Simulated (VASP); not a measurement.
# Bi (P6_3/mmc) in VASP: notebook, part 2 of 2

VASP 6.6.1.

## (4) Electric field gradients, PBEsol (zz strain of -2 %)

Contents of INCAR:

```
PREC = Accurate ; ENCUT = 520
EDIFF = 1E-8 ; ISMEAR = -1
SIGMA = 0.08 ; LREAL = F
LASPH = T ; NELM = 60
ALGO = Normal ; ISIF = 2
LWAVE = F ; LCHARG = F
GGA = PS ; LEFG = T
NBANDS = 22
```

Contents of KPOINTS:

```
Automatic mesh
0
Gamma
  9 9 3
```

Contents of POSCAR:

```
Bi
1.0
    4.5390002997      0.0000000000      0.0000000000
   -2.2695001499      3.9308895674      0.0000000000
    0.0000000000      0.0000000000     11.5924200000
Bi
2
Direct
    0.3333333333      0.6666666667      0.2500000000
    0.6666666667      0.3333333333      0.7500000000
```

Potentials or basis: VASP PAW PBE potentials, release 64 (Bi_d).

The run is started by

```bash
$ cat potpaw_PBE.64/Bi_d/POTCAR > POTCAR
$ mpirun -np 1 vasp_std > vasp.out
```

OUTCAR:

```text
PREC = Accurate
   ENCUT = 520
   EDIFF = 1E-8
   ISMEAR = -1
   LREAL = F
   LASPH = T
   NELM = 60
   ISIF = 2
   GGA = PS

 ion  position               nearest neighbor table
   1  0.333  0.667  0.250-
   2  0.667  0.333  0.750-

  LATTYP: Found a hexagonal cell.
 ALAT       =     4.5390002997
 C/A-ratio  =     2.5539588532

  Lattice vectors:

 A1 = (   4.5390002997,   0.0000000000,   0.0000000000)
 A2 = (  -2.2695001499,   3.9308895674,   0.0000000000)
 A3 = (   0.0000000000,   0.0000000000,  11.5924200000)

Analysis of symmetry for initial positions (statically):
=====================================================================
 Subroutine PRICEL returns:
 Original cell was already a primitive cell.

 Routine SETGRP: Setting up the symmetry group for a
 hexagonal supercell.

 Subroutine GETGRP returns: Found 24 space group operations
 (whereof 12 operations were pure point group operations)
 out of a pool of 24 trial point group operations.

The static configuration has the point symmetry D_3d.
 The point group associated with its full space group is D_6h.

Analysis of symmetry for dynamics (positions and initial velocities):
=====================================================================
 Subroutine PRICEL returns:
 Original cell was already a primitive cell.

 Routine SETGRP: Setting up the symmetry group for a
 hexagonal supercell.

 Subroutine GETGRP returns: Found 24 space group operations
 (whereof 12 operations were pure point group operations)
 out of a pool of 24 trial point group operations.

The dynamic configuration has the point symmetry D_3d.
 The point group associated with its full space group is D_6h.

 Subroutine INISYM returns: Found 24 space group operations
 (whereof 12 operations are pure point group operations),
 and found     1 'primitive' translations

----------------------------------------------------------------------------------------

                                     Primitive cell

  volume of cell :     206.8355

  direct lattice vectors                    reciprocal lattice vectors
     4.539000300  0.000000000  0.000000000     0.220312830  0.127197672  0.000000000
    -2.269500150  3.930889567  0.000000000     0.000000000  0.254395343  0.000000000
     0.000000000  0.000000000 11.592420000     0.000000000  0.000000000  0.086263265

  length of vectors
     4.539000300  4.539000300 11.592420000     0.254395343  0.254395343  0.086263265

  position of ions in fractional coordinates (direct lattice)
     0.333333333  0.666666667  0.250000000
     0.666666667  0.333333333  0.750000000

  ion indices of the primitive-cell ions
   primitive index   ion index
                 1           1
                 2           2

----------------------------------------------------------------------------------------

 KPOINTS: Automatic mesh

Automatic generation of k-mesh.
 Grid dimensions read from file:
 generate k-points for:    9    9    3

 Generating k-lattice:

[... 66 lines left out ...]
   ISIF   =      2    stress and relaxation
   ISYM   =      2    0-nonsym 1-usesym 2-fastsym
   POTIM  = 0.5000    time-step for ionic-motion
   TEBEG  =    0.0;   TEEND  =   0.0 temperature during run
   PSTRESS=    0.0 pullay stress
   NELECT =      30.0000    total number of electrons
   NUPDOWN=      -1.0000    fix difference up-down
   EMIN   =  10.00;   EMAX   =-10.00  energy-range for DOS
   EFERMI =   0.00;   METHOD = LEGACY
   ISMEAR =    -1;   SIGMA  =   0.08  broadening in eV -4-tet -1-fermi 0-gaus
   EFERMI_NEDOS =   21; number of points for ismear=-14 and -15
   IALGO  =     38    algorithm
   IMIX   =      4    mixing-type and parameters
     AMIX     =   0.40;   BMIX     =  1.00
     AMIX_MAG =   1.60;   BMIX_MAG =  1.00
  volume/ion in A,a.u.               =     103.42       697.90
  Fermi-wavevector in a.u.,A,eV,Ry     =   0.860149  1.625445 10.066349  0.739856
  Thomas-Fermi vector in A             =   1.977610
   LORBIT       =      0    0 simple, 1 ext, 2 COOP (PROOUT), +10 PAW based schemes
   GGA     = PS    functional components
   LHFCALC =     F    Hartree Fock is set to
   AEXX    =    0.0000 exact exchange contribution
   IVDW    =     0    specifies the selected vdW correction
   LEPSILON=     F    determine dielectric tensor
   LRPA    =     F    only Hartree local field effects (RPA)
 non-spin polarized calculation
  energy-cutoff  :      520.00
  volume of cell :      206.84
 maximum number of plane-waves:      5611
 NGX is ok and might be reduce to    36
   NGX = 17   NGY = 17   NGZ = 43

 number of electron      29.9999993 magnetization

 Free energy of the ion-electron system (eV)
  ---------------------------------------------------
  ext. energy  EPLUGINS =         0.00000000
  ---------------------------------------------------
  free energy    TOTEN  =        -3.45690507 eV

  energy without entropy =       -3.30395048  energy(sigma->0) =       -3.38042777

 E-fermi :  -1.0709     XC(G=0):  -5.5077

 val. band max:       -1.0732755545   @ k =   0.3333   0.1111   0.3333
 cond. band min:      -1.0614267398   @ k =   0.4444   0.0000   0.0000
 fundamental gap:      0.0118488147
 Fermi energy:        -1.0708558384

 k-point     1 :       0.0000    0.0000    0.0000
  band No.  band energies     occupation
      1     -23.8488      2.00000
      2     -23.8488      2.00000
      3     -23.8488      2.00000
      4     -23.8487      2.00000
      5     -23.8385      2.00000
      6     -23.8385      2.00000
[... 589 lines left out ...]
     21       4.4701      0.00000
     22       5.0048      0.00000

------------------------ aborting loop because EDIFF is reached ----------------------------------------

  FORCE on cell =-STRESS in cart. coord.  units (eV):
  Direction    XX          YY          ZZ          XY          YZ          ZX
  --------------------------------------------------------------------------------------
  -------------------------------------------------------------------------------------
  Total       -6.5818036     -6.5818036     -0.6272146      0.0000000     -0.0000000     -0.0000000
  in kB      -50.9835812    -50.9835812     -4.8584928      0.0000000     -0.0000000     -0.0000000
  external PRESSURE =     -35.6085517 kB  Pullay stress =       0.0000000 kB

 VOLUME and BASIS-vectors are now :
 -----------------------------------------------------------------------------
  energy-cutoff  :      520.00
  volume of cell :      206.84
      direct lattice vectors                 reciprocal lattice vectors
     4.539000300  0.000000000  0.000000000     0.220312830  0.127197672  0.000000000
    -2.269500150  3.930889567  0.000000000     0.000000000  0.254395343  0.000000000
     0.000000000  0.000000000 11.592420000     0.000000000  0.000000000  0.086263265

 POSITION                                       TOTAL-FORCE (eV/Angst)
 -----------------------------------------------------------------------------------
     -0.00000      2.62059      2.89811        -0.000000      0.000000      0.000000
      2.26950      1.31030      8.69431         0.000000     -0.000000      0.000000
 -----------------------------------------------------------------------------------
    total drift:                               -0.000000      0.000000      0.000000

  FREE ENERGIE OF THE ION-ELECTRON SYSTEM (eV)
  ---------------------------------------------------
  free  energy   TOTEN  =        -3.4569050693 eV

  energy  without entropy=       -3.3039504768  energy(sigma->0) =       -3.38042777

 Electric field gradients (V/A^2)
---------------------------------------------------------------------
 ion       V_xx      V_yy      V_zz      V_xy      V_xz      V_yz
---------------------------------------------------------------------
   1     109.335   109.336  -218.671     0.001     0.000    -0.000
   2     109.335   109.336  -218.671     0.001    -0.000     0.000
---------------------------------------------------------------------

 Electric field gradients after diagonalization (V/A^2)
 (convention: |V_zz| > |V_xx| > |V_yy|)
----------------------------------------------------------------------
 ion       V_xx      V_yy      V_zz     asymmetry (V_yy - V_xx)/ V_zz
----------------------------------------------------------------------
   1     109.337   109.334  -218.671       0.000
   2     109.337   109.334  -218.671       0.000
----------------------------------------------------------------------

           NMR quadrupolar parameters

 Cq : quadrupolar parameter    Cq=e*Q*V_zz/h
 eta: asymmetry parameters     (V_yy - V_xx)/ V_zz
 Q  : nuclear electric quadrupole moment in mb (millibarn)
----------------------------------------------------------------------
 ion       Cq(MHz)       eta       Q (mb)
----------------------------------------------------------------------
   1      -0.529       0.000       1.000
   2      -0.529       0.000       1.000
----------------------------------------------------------------------
```

OSZICAR:

```text
N       E                     dE             d eps       ncg     rms          rms(c)
DAV:   1     0.264003068080E+03    0.26400E+03   -0.14293E+04  1120   0.117E+03
DAV:   2     0.172392070790E+02   -0.24676E+03   -0.24250E+03  1140   0.321E+02
DAV:   3    -0.277758249322E+01   -0.20017E+02   -0.19781E+02  1266   0.119E+02
DAV:   4    -0.344901988260E+01   -0.67144E+00   -0.67031E+00  1322   0.241E+01
DAV:   5    -0.346879864200E+01   -0.19779E-01   -0.19778E-01  1500   0.396E+00    0.751E-01
DAV:   6    -0.345529058044E+01    0.13508E-01   -0.36802E-02  1236   0.150E+00    0.480E-01
DAV:   7    -0.345564564666E+01   -0.35507E-03   -0.37762E-02  1230   0.124E+00    0.130E-01
DAV:   8    -0.345657425992E+01   -0.92861E-03   -0.24458E-03  1140   0.620E-01    0.462E-02
DAV:   9    -0.345683946307E+01   -0.26520E-03   -0.25106E-04  1122   0.101E-01    0.171E-02
DAV:  10    -0.345689320797E+01   -0.53745E-04   -0.48712E-05  1318   0.379E-02    0.370E-03
DAV:  11    -0.345690441786E+01   -0.11210E-04   -0.11802E-05  1134   0.233E-02    0.259E-03
DAV:  12    -0.345690487528E+01   -0.45742E-06   -0.19458E-06  1224   0.124E-02    0.637E-04
DAV:  13    -0.345690505825E+01   -0.18297E-06   -0.25161E-07   966   0.220E-03    0.326E-04
DAV:  14    -0.345690507228E+01   -0.14032E-07   -0.22788E-08  1002   0.110E-03    0.150E-04
DAV:  15    -0.345690506932E+01    0.29590E-08   -0.81180E-09   934   0.523E-04
   1 F= -.34569051E+01 E0= -.33804278E+01  d E =-.152955E+00
```

Wall time 92 s (1 thread of Intel Xeon Platinum 8488C (Sapphire Rapids), shared host); peak memory 0.35 GiB.

Results:

```
Free energy                             : -3.4569 eV
Pressure                                : -3.6 GPa
Band gap on the k mesh                  : zero (bands 15 and 16 overlap by 2.14 eV)
Largest electric field gradient by atom : Bi -218.7 V/Å²
```

Levels at points of the mesh, in eV from the Fermi level:
| k point | band 11 | band 12 | band 13 | band 14 | band 15 | band 16 | band 17 | band 18 | band 19 | band 20 |
| --- | --- | --- | --- | --- | --- | --- | --- | --- | --- | --- |
| (0.00, 0.00, 0.00) | -10.35 | -10.33 | -0.87 | -0.30 | 1.41 | 1.41 | 1.42 | 1.42 | 3.00 | 4.53 |

Electric field gradients, principal values (V/Å²):
| atom | least | middle | greatest (by size) |
| --- | --- | --- | --- |
| 1 Bi | 109.334 | 109.337 | -218.671 |
| 2 Bi | 109.334 | 109.337 | -218.671 |

Caveat: the cell differs from its parent crystal (zz strain of -2 %); the cell stands under tension; without QUAD_EFG the Cq values of the log hold for a quadrupole moment of 1 mb, not for the nuclei; the PAW data sets were made with another functional, which shifts forces and pressure a little; spin-orbit coupling is left out, which moves the levels of the heavy elements.

## (5) Electric field gradients, PBEsol (zz strain of -1 %)

Contents of INCAR:

```
ALGO     = Normal         # electronic algorithm
EDIFF    = 1E-8           # SCF threshold, eV
ENCUT    = 520            # plane-wave cutoff, eV
GGA      = PS             # functional
ISIF     = 2              # what is computed and relaxed
ISMEAR   = -1             # smearing method
LASPH    = True           # aspherical terms in the spheres
LCHARG   = False          # write CHGCAR
LEFG     = True         
LREAL    = False          # projectors in reciprocal space
LWAVE    = False          # write WAVECAR
NBANDS   = 22             # bands
NELM     = 60             # most SCF steps
PREC     = Accurate       # precision mode
SIGMA    = 0.08           # smearing width, eV
```

Contents of KPOINTS:

```
k-points
0
Gamma
  9 9 3
```

Changes to POSCAR since step 4:

```diff
@@ -4,3 +4,3 @@
    -2.2695001499      3.9308895674      0.0000000000
-    0.0000000000      0.0000000000     11.5924200000
+    0.0000000000      0.0000000000     11.7107100000
 Bi
```

Potentials or basis: VASP PAW PBE potentials, release 64 (Bi_d).

The run is started by

```bash
$ cat potpaw_PBE.64/Bi_d/POTCAR > POTCAR
$ mpirun -np 1 vasp_std > vasp.out
```

OUTCAR:

```text
EDIFF = 1E-8
   ENCUT = 520
   GGA = PS
   ISIF = 2
   ISMEAR = -1
   LASPH = True
   LREAL = False
   NELM = 60
   PREC = Accurate

 ion  position               nearest neighbor table
   1  0.333  0.667  0.250-
   2  0.667  0.333  0.750-

  LATTYP: Found a hexagonal cell.
 ALAT       =     4.5390002997
 C/A-ratio  =     2.5800196578

  Lattice vectors:

 A1 = (   4.5390002997,   0.0000000000,   0.0000000000)
 A2 = (  -2.2695001499,   3.9308895674,   0.0000000000)
 A3 = (   0.0000000000,   0.0000000000,  11.7107100000)
[... 808 lines left out ...]

  FREE ENERGIE OF THE ION-ELECTRON SYSTEM (eV)
  ---------------------------------------------------
  free  energy   TOTEN  =        -3.4512017493 eV

  energy  without entropy=       -3.2977300662  energy(sigma->0) =       -3.37446591

 Electric field gradients (V/A^2)
---------------------------------------------------------------------
 ion       V_xx      V_yy      V_zz      V_xy      V_xz      V_yz
---------------------------------------------------------------------
   1     111.106   111.107  -222.213     0.001     0.000    -0.000
   2     111.106   111.107  -222.213     0.001    -0.000     0.000
---------------------------------------------------------------------

 Electric field gradients after diagonalization (V/A^2)
 (convention: |V_zz| > |V_xx| > |V_yy|)
----------------------------------------------------------------------
 ion       V_xx      V_yy      V_zz     asymmetry (V_yy - V_xx)/ V_zz
----------------------------------------------------------------------
   1     111.108   111.105  -222.213       0.000
   2     111.108   111.105  -222.213       0.000
----------------------------------------------------------------------

           NMR quadrupolar parameters

 Cq : quadrupolar parameter    Cq=e*Q*V_zz/h
 eta: asymmetry parameters     (V_yy - V_xx)/ V_zz
 Q  : nuclear electric quadrupole moment in mb (millibarn)
----------------------------------------------------------------------
 ion       Cq(MHz)       eta       Q (mb)
----------------------------------------------------------------------
   1      -0.537       0.000       1.000
   2      -0.537       0.000       1.000
----------------------------------------------------------------------
```

OSZICAR:

```text
N       E                     dE             d eps       ncg     rms          rms(c)
DAV:   1     0.265376493747E+03    0.26538E+03   -0.14365E+04  1112   0.118E+03
DAV:   2     0.170893802693E+02   -0.24829E+03   -0.24384E+03  1134   0.322E+02
DAV:   3    -0.278332031790E+01   -0.19873E+02   -0.19670E+02  1260   0.119E+02
DAV:   4    -0.343916700813E+01   -0.65585E+00   -0.65457E+00  1298   0.242E+01
DAV:   5    -0.346263344188E+01   -0.23466E-01   -0.23465E-01  1468   0.420E+00    0.751E-01
DAV:   6    -0.344955640693E+01    0.13077E-01   -0.36536E-02  1246   0.145E+00    0.477E-01
DAV:   7    -0.345000387519E+01   -0.44747E-03   -0.38390E-02  1224   0.126E+00    0.130E-01
DAV:   8    -0.345093967685E+01   -0.93580E-03   -0.29009E-03  1140   0.675E-01    0.458E-02
DAV:   9    -0.345109683784E+01   -0.15716E-03   -0.19617E-04  1206   0.124E-01    0.225E-02
DAV:  10    -0.345119097648E+01   -0.94139E-04   -0.88354E-05  1260   0.472E-02    0.363E-03
DAV:  11    -0.345119877978E+01   -0.78033E-05   -0.60057E-06  1224   0.188E-02    0.196E-03
DAV:  12    -0.345120151357E+01   -0.27338E-05   -0.48368E-06  1104   0.115E-02    0.613E-04
DAV:  13    -0.345120173186E+01   -0.21829E-06   -0.21935E-07  1242   0.322E-03    0.329E-04
DAV:  14    -0.345120174586E+01   -0.14005E-07   -0.79435E-08   936   0.120E-03    0.242E-04
DAV:  15    -0.345120174925E+01   -0.33906E-08   -0.53635E-09   960   0.447E-04
   1 F= -.34512017E+01 E0= -.33744659E+01  d E =-.153472E+00
```

stdout:

```text
POSCAR found type information on POSCAR Bi
 POSCAR found :  1 types and       2 ions
 scaLAPACK will be used
 -----------------------------------------------------------------------------
|                                                                             |
|                                                                             |
|     You enforced a specific xc type in the INCAR file but a different       |
|     I HOPE YOU KNOW WHAT YOU ARE DOING!                                     |
|                                                                             |
 -----------------------------------------------------------------------------

 LDA part: xc-table for (Slater+PW92), standard interpolation
 POSCAR, INCAR and KPOINTS ok, starting setup
 FFT: planning ... GRIDC
 FFT: planning ... GRID_SOFT
 FFT: planning ... GRID
 WAVECAR not read
 entering main loop
ion   1

ion   2
```

Run time: 1.7 min. Hardware: 1 thread of Intel Xeon Platinum 8488C (Sapphire Rapids), shared host; peak memory 0.36 GiB.

What came out:

- Free energy: -3.4512 eV
- Pressure: -3.5 GPa
- Band gap on the k mesh: zero (bands 15 and 16 overlap by 2.14 eV)
- Largest electric field gradient by atom: Bi -222.2 V/Å²

Electric field gradients, principal values (V/Å²):
| atom | least | middle | greatest (by size) |
| --- | --- | --- | --- |
| 1 Bi | 111.105 | 111.108 | -222.213 |
| 2 Bi | 111.105 | 111.108 | -222.213 |

Caveat: the cell differs from its parent crystal (zz strain of -1 %); the cell stands under tension; without QUAD_EFG the Cq values of the log hold for a quadrupole moment of 1 mb, not for the nuclei; the PAW data sets were made with another functional, which shifts forces and pressure a little; spin-orbit coupling is left out, which moves the levels of the heavy elements.

## (6) Overview

| cell | gap on the mesh (eV) | pressure (GPa) |
| --- | --- | --- |
| a = 4.448, b = 4.448, c = 11.829 Å, angles 90.0, 90.0, 120.0°, 2 atoms | none | -3.7 |
| a = 4.539, b = 4.539, c = 11.592 Å, angles 90.0, 90.0, 120.0°, 2 atoms | none | -3.6 |
| a = 4.539, b = 4.539, c = 11.711 Å, angles 90.0, 90.0, 120.0°, 2 atoms | none | -3.5 |

Alike in all rows: task electric field gradients; level PBEsol; potentials or basis VASP PAW PBE potentials, release 64 (Bi_d); no spin polarisation; k mesh 9 × 9 × 3; cutoff (eV) 520; smearing fermi-dirac 0.08 eV.

Caveats: the cell stands under tension; the PAW data sets were made with another functional, which shifts forces and pressure a little; spin-orbit coupling is left out, which moves the levels of the heavy elements.

Absolute energies hang on the potentials; compare differences alone.
